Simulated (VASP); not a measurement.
# CaF2 (Fm-3m) in VASP: G0W0 quasiparticle levels with PBEsol

Aim: the G0W0 quasiparticle levels of CaF2 with PBEsol.

Everything below comes from runs of VASP 6.6.1. Logs are shortened: lines on timing, memory, paths and dates and some standing lists are left out, and cuts for length are marked.

### Step 1. The cell of the first run

Symmetry: Fm-3m, No. 225, cubic system. The conventional cell has a = 5.462 Å, b = 5.462 Å, c = 5.462 Å, α = 90.00°, β = 90.00°, γ = 90.00°. Ca (site symmetry m-3m) has 8 F at 2.37 Å within 3.1 Å. Within 3.1 Å of F (site symmetry -43m) lie 4 Ca at 2.37 Å and 6 F at 2.73 Å.

### Step 2. G0W0 quasiparticle levels, PBEsol

The input, POSCAR:

```
CaF2
1.0
    0.0000000000      2.7310000000      2.7310000000
    2.7310000000      0.0000000000      2.7310000000
    2.7310000000      2.7310000000      0.0000000000
Ca F
1 2
Direct
    0.0000000000      0.0000000000      0.0000000000
    0.2500000000      0.2500000000      0.2500000000
    0.7500000000      0.7500000000      0.7500000000
```

The input, INCAR.step1:

```
SYSTEM = CaF2
PREC = Accurate
ENCUT = 500
EDIFF = 1E-8
ISMEAR = 0
SIGMA = 0.01
LREAL = .FALSE.
LASPH = .TRUE.
NELM = 60
ALGO = Normal
LWAVE = .TRUE.
LCHARG = .FALSE.
GGA = PS
```

The input, INCAR.step2:

```
SYSTEM = CaF2
PREC = Accurate
ENCUT = 500
EDIFF = 1E-8
ISMEAR = 0
SIGMA = 0.01
LREAL = .FALSE.
LASPH = .TRUE.
NELM = 1
ALGO = Exact
LWAVE = .TRUE.
LCHARG = .FALSE.
GGA = PS
NBANDS = 68
LOPTICS = .TRUE.
ISTART = 1
```

The input, INCAR.step3:

```
SYSTEM = CaF2
PREC = Accurate
ENCUT = 500
EDIFF = 1E-8
ISMEAR = 0
SIGMA = 0.01
LREAL = .FALSE.
LASPH = .TRUE.
ALGO = EVGW0
LWAVE = .FALSE.
LCHARG = .FALSE.
GGA = PS
NELMGW = 1
NBANDS = 68
ENCUTGW = 80.0
NOMEGA = 48
PRECFOCK = Fast
ISTART = 1
NBANDSGW = 20
```

The input, KPOINTS:

```
Automatic mesh
0
G
  4 4 4
  0 0 0
```

Potentials or basis: VASP PAW PBE potentials, release 64 (Ca_sv_GW, F_GW).

The run is started by

```console
> cat potpaw_PBE.64/Ca_sv_GW/POTCAR potpaw_PBE.64/F_GW/POTCAR > POTCAR
> cp INCAR.step1 INCAR
> mpirun -np 1 vasp_std > vasp.out
> cp INCAR.step2 INCAR
> mpirun -np 1 vasp_std > vasp.out
> cp INCAR.step3 INCAR
> mpirun -np 1 vasp_std > vasp.out
```

OUTCAR:

```text
SYSTEM = CaF2
   PREC = Accurate
   ENCUT = 500
   EDIFF = 1E-8
   ISMEAR = 0
   LREAL = .FALSE.
   LASPH = .TRUE.
   GGA = PS
   NELMGW = 1
   ENCUTGW = 80.0
   PRECFOCK = Fast
   ISTART = 1

 ion  position               nearest neighbor table
   1  0.000  0.000  0.000-   3 2.37   3 2.37   3 2.37   2 2.37   3 2.37   2 2.37   2 2.37   2 2.37

   2  0.250  0.250  0.250-   1 2.37   1 2.37   1 2.37   1 2.37
   3  0.750  0.750  0.750-   1 2.37   1 2.37   1 2.37   1 2.37

  LATTYP: Found a face centered cubic cell.
 ALAT       =     5.4620000000

  Lattice vectors:

 A1 = (   0.0000000000,   2.7310000000,   2.7310000000)
 A2 = (   2.7310000000,   0.0000000000,   2.7310000000)
 A3 = (   2.7310000000,   2.7310000000,   0.0000000000)

Analysis of symmetry for initial positions (statically):
=====================================================================
 Subroutine PRICEL returns:
 Original cell was already a primitive cell.

 Routine SETGRP: Setting up the symmetry group for a
 face centered cubic supercell.

 Subroutine GETGRP returns: Found 48 space group operations
 (whereof 48 operations were pure point group operations)
 out of a pool of 48 trial point group operations.

The static configuration has the point symmetry O_h .

Analysis of symmetry for dynamics (positions and initial velocities):
=====================================================================
 Subroutine PRICEL returns:
 Original cell was already a primitive cell.

 Routine SETGRP: Setting up the symmetry group for a
 face centered cubic supercell.

 Subroutine GETGRP returns: Found 48 space group operations
 (whereof 48 operations were pure point group operations)
 out of a pool of 48 trial point group operations.

The dynamic configuration has the point symmetry O_h .

 Subroutine INISYM returns: Found 48 space group operations
 (whereof 48 operations are pure point group operations),
 and found     1 'primitive' translations

----------------------------------------------------------------------------------------

                                     Primitive cell

  volume of cell :      40.7376

  direct lattice vectors                    reciprocal lattice vectors
     0.000000000  2.731000000  2.731000000    -0.183083120  0.183083120  0.183083120
     2.731000000  0.000000000  2.731000000     0.183083120 -0.183083120  0.183083120
     2.731000000  2.731000000  0.000000000     0.183083120  0.183083120 -0.183083120

  length of vectors
     3.862217239  3.862217239  3.862217239     0.317109265  0.317109265  0.317109265

  position of ions in fractional coordinates (direct lattice)
     0.000000000  0.000000000  0.000000000
     0.250000000  0.250000000  0.250000000
     0.750000000  0.750000000  0.750000000

  ion indices of the primitive-cell ions
   primitive index   ion index
                 1           1
                 2           2
                 3           3

----------------------------------------------------------------------------------------

 KPOINTS: Automatic mesh

Automatic generation of k-mesh.
 Grid dimensions read from file:
 generate k-points for:    4    4    4

 Generating k-lattice:

  Cartesian coordinates                     Fractional coordinates (reciprocal lattice)
    -0.045770780  0.045770780  0.045770780     0.250000000  0.000000000  0.000000000
     0.045770780 -0.045770780  0.045770780     0.000000000  0.250000000  0.000000000
     0.045770780  0.045770780 -0.045770780     0.000000000  0.000000000  0.250000000

  Length of vectors
     0.079277316  0.079277316  0.079277316

  Shift w.r.t. Gamma in fractional coordinates (k-lattice)
     0.000000000  0.000000000  0.000000000

 Subroutine IBZKPT returns following result:
 ===========================================

 Found      8 irreducible k-points:

 Following reciprocal coordinates:
            Coordinates               Weight
  0.000000  0.000000  0.000000      1.000000
  0.250000  0.000000  0.000000      8.000000
  0.500000  0.000000  0.000000      4.000000
  0.250000  0.250000  0.000000      6.000000
  0.500000  0.250000  0.000000     24.000000
 -0.250000  0.250000  0.000000     12.000000
  0.500000  0.500000  0.000000      3.000000
 -0.250000  0.500000  0.250000      6.000000
   k-points           NKPTS =      8   k-points in BZ     NKDIM =     64   number of bands    NBANDS=     68
   number of dos      NEDOS =    301   number of ions     NIONS =      3
   total plane-waves  NPLWV =  21952
   dimension x,y,z NGX =    28 NGY =   28 NGZ =   28
   dimension x,y,z NGXF=    56 NGYF=   56 NGZF=   56
   ions per type =               1   2
   NGX,Y,Z   is equivalent  to a cutoff of  12.05, 12.05, 12.05 a.u.
   NGXF,Y,Z  is equivalent  to a cutoff of  24.10, 24.10, 24.10 a.u.
 SYSTEM =  CaF2
   PREC   = accura    normal or accurate (medium, high low for compatibility)
   ISTART =      1    job   : 0-new  1-cont  2-samecut
   ICHARG =      0    charge: 1-file 2-atom 10-const
   ISPIN  =      1    spin polarized calculation?
   LNONCOLLINEAR =      F non collinear calculations
   LSORBIT =      F    spin-orbit coupling
   LASPH  =      T    aspherical Exc in radial PAW
   ENCUT  =  500.0 eV  36.75 Ry    6.06 a.u.   7.04  7.04  7.04*2*pi/ulx,y,z
   NELM   =     60;   NELMIN=  2; NELMDL=  0     # of ELM steps
   EDIFF  = 0.1E-07   stopping-criterion for ELM
   LREAL  =      F    real-space projection
   EDIFFG = 0.1E-06   stopping-criterion for IOM
   NSW    =      0    number of steps for IOM
   IBRION =     -1    ionic relax: 0-MD 1-quasi-New 2-CG
   NFREE  =      0    steps in history (QN), initial steepest desc. (CG)
   ISIF   =      0    stress and relaxation
   ISYM   =      3    0-nonsym 1-usesym 2-fastsym
   POTIM  = 0.5000    time-step for ionic-motion
   TEBEG  =    0.0;   TEEND  =   0.0 temperature during run
   PSTRESS=    0.0 pullay stress
   NELECT =      24.0000    total number of electrons
   NUPDOWN=      -1.0000    fix difference up-down
   EMIN   =  10.00;   EMAX   =-10.00  energy-range for DOS
   EFERMI =   0.00;   METHOD = LEGACY
   ISMEAR =     0;   SIGMA  =   0.01  broadening in eV -4-tet -1-fermi 0-gaus
   EFERMI_NEDOS =   21; number of points for ismear=-14 and -15
   IALGO  =     38    algorithm
   IMIX   =      4    mixing-type and parameters
     AMIX     =   0.40;   BMIX     =  1.00
     AMIX_MAG =   1.60;   BMIX_MAG =  1.00
  volume/ion in A,a.u.               =      13.58        91.64
  Fermi-wavevector in a.u.,A,eV,Ry     =   1.372398  2.593457 25.626266  1.883477
  Thomas-Fermi vector in A             =   2.498009
   LORBIT       =      0    0 simple, 1 ext, 2 COOP (PROOUT), +10 PAW based schemes
   GGA     = PS    functional components
   LHFCALC =     T    Hartree Fock is set to
   PRECFOCK=fast      Normal, Fast or Accurate (Low or Medium for compatibility)
   ENCUT4O =  -1.0   cutoff for four orbital integrals eV
   NKREDX  =     1    reduce k-point grid by
   NKREDY  =     1    reduce k-point grid by
   NKREDZ  =     1    reduce k-point grid by
   AEXX    =    1.0000 exact exchange contribution
   HFSCREEN=    0.0000 screening length (either q_TF or 0.3 A-1)
   HFSCREENC=   0.0000 screening length for correlation (either q_TF or 0.3 A-1)
   ENCUTFOCK=  -1.0 apply spherical cutoff to Coloumb kernel
   IVDW    =     0    specifies the selected vdW correction
   LEPSILON=     F    determine dielectric tensor
   LRPA    =     F    only Hartree local field effects (RPA)
   LRPAFORCE           =     F    calculate RPA forces
   ENCUTGW             =  80.0    cutoff for response function in eV
   ENCUTGWSOFT         =  64.0    soft cutoff for Coulomb kernel in GW response function in eV
   ENCUTLF             =  -1.0    cutoff for local field effects
   NELMGW              =     1    number of iterations in solving QP/BSE equation
   NELMHF              =     1    number of iterations in the inner HF iteration
   NKREDLFX            =     1    NKREDLFY  =   1   NKREDLFZ  =   1
 non-spin polarized calculation
 Gauss-broadening in eV      SIGMA  =   0.01
  energy-cutoff  :      500.00
  volume of cell :       40.74
 maximum number of plane-waves:      1056
  NGX = 16; NGY = 16; NGZ = 16
   NGX = 15   NGY = 15   NGZ = 15
 maximum number of plane-waves:        70
 NGX is ok and might be reduce to    14

 QP shifts <psi_nk| G(iteration)W_0 |psi_nk>: iteration 1
 for sc-GW calculations column KS-energies equals QP-energies in previous step
 and V_xc(KS)=  KS-energies - (<T + V_ion + V_H > + <T+V_H+V_ion>^1  + <V_x>^1)

 k-point   1 :       0.0000    0.0000    0.0000
  band No.  KS-energies  QP-energies   sigma(KS)   V_xc(KS)     V^pw_x(r,r')   Z            occupation Imag(sigma)

      1     -34.9347     -38.1322     -25.0962     -20.4912     -34.4065       0.6944       2.0000       0.7949
      2     -18.9307     -23.2989     -28.2826     -22.3079     -36.6081       0.7311       2.0000       0.8363
      3     -18.1524     -22.5747     -29.2216     -23.2163     -37.4837       0.7364       2.0000       0.7686
      4     -15.9559     -19.1794     -23.8191     -19.8767     -27.9179       0.8176       2.0000       0.2289
      5     -15.9559     -19.1794     -23.8191     -19.8767     -27.9179       0.8176       2.0000       0.2289
      6     -15.9559     -19.1794     -23.8191     -19.8767     -27.9179       0.8176       2.0000       0.2289
[... 12 lines left out ...]
     19      17.6172      19.1183      -6.5832      -8.3328      -2.9425       0.8579       0.0000      -0.1829
     20      17.6172      19.1183      -6.5832      -8.3328      -2.9425       0.8579       0.0000      -0.1829

 k-point   2 :       0.2500    0.0000    0.0000
  band No.  KS-energies  QP-energies   sigma(KS)   V_xc(KS)     V^pw_x(r,r')   Z            occupation Imag(sigma)

      1     -34.9173     -38.1142     -25.1083     -20.5093     -34.4165       0.6951       2.0000       0.7836
      2     -19.0446     -23.3138     -27.8146     -21.9795     -35.9363       0.7317       2.0000       0.8017
      3     -18.3194     -22.7191     -28.9543     -22.9734     -37.1976       0.7356       2.0000       0.7790
      4     -15.9776     -19.2068     -23.7997     -19.8502     -27.9079       0.8176       2.0000       0.2366
      5     -15.9776     -19.2068     -23.7997     -19.8502     -27.9079       0.8176       2.0000       0.2366
      6     -15.7089     -19.0637     -24.5069     -20.4070     -28.8543       0.8183       2.0000       0.2755
[... 12 lines left out ...]
     19      15.6528      17.2476      -7.6982      -9.5640      -4.1242       0.8547       0.0000      -0.1518
     20      18.8442      20.5891      -7.3514      -9.3968      -3.5472       0.8531       0.0000      -0.2294
[... 102 lines left out ...]
      3     -18.4617     -22.8603     -28.8483     -22.8586     -37.1442       0.7344       2.0000       0.7966
      4     -16.0642     -19.3006     -23.7108     -19.7356     -27.8548       0.8142       2.0000       0.2658
      5     -16.0642     -19.3006     -23.7108     -19.7356     -27.8548       0.8142       2.0000       0.2658
      6     -15.2722     -18.7300     -25.3192     -21.1044     -29.8461       0.8204       2.0000       0.2984
[... 12 lines left out ...]
     19      15.5950      18.1517     -10.2009     -13.2856      -6.3730       0.8288       0.0000      -0.1992
     20      17.4803      19.8396      -9.1271     -11.9750      -5.1040       0.8284       0.0000      -0.2216

 k-point   8 :      -0.2500    0.5000    0.2500
  band No.  KS-energies  QP-energies   sigma(KS)   V_xc(KS)     V^pw_x(r,r')   Z            occupation Imag(sigma)

      1     -34.8885     -38.1152     -25.1291     -20.5396     -34.4333       0.7030       2.0000       0.7641
      2     -18.9225     -23.1578     -27.7596     -21.9940     -35.7513       0.7346       2.0000       0.7679
      3     -18.9225     -23.1578     -27.7596     -21.9940     -35.7513       0.7346       2.0000       0.7679
      4     -16.0669     -19.3029     -23.7049     -19.7286     -27.8498       0.8138       2.0000       0.2679
      5     -15.6127     -19.0124     -24.7809     -20.6247     -29.2225       0.8180       2.0000       0.2912
      6     -15.6127     -19.0124     -24.7809     -20.6247     -29.2225       0.8180       2.0000       0.2912
[... 12 lines left out ...]
     19      16.3737      18.6216      -9.8567     -12.5384      -6.0942       0.8382       0.0000      -0.1883
     20      16.3737      18.6216      -9.8567     -12.5384      -6.0942       0.8382       0.0000      -0.1883
```

Wall time 2.2 min (1 thread of AMD EPYC 7R43 (Zen 3), shared host); peak memory 0.34 GiB.

Results:

```
Band gap on the k mesh, mean-field level : 7.12 eV, indirect (least direct gap 7.37 eV)
Quasiparticle gap                        : 10.43 eV
Least direct quasiparticle gap           : 10.73 eV
```

Levels at points of the mesh, in eV from the valence-band top:
| k point | band 10 | band 11 | band 12 | band 13 | band 14 | band 15 |
| --- | --- | --- | --- | --- | --- | --- |
| (0.00, 0.00, 0.00) | -0.25 | -0.25 | -0.25 | 7.12 | 9.14 | 9.14 |
| (0.50, 0.00, 0.00) | -1.26 | -0.85 | -0.85 | 9.36 | 9.36 | 9.71 |
| (0.50, 0.50, 0.00) | -0.36 | -0.36 | 0.00 | 8.04 | 9.48 | 10.09 |

Caveat: the k points lie up to 0.50 Å⁻¹ apart; bands, screening cutoff and mesh are small and nothing is extrapolated, so the quasiparticle values aren't converged.
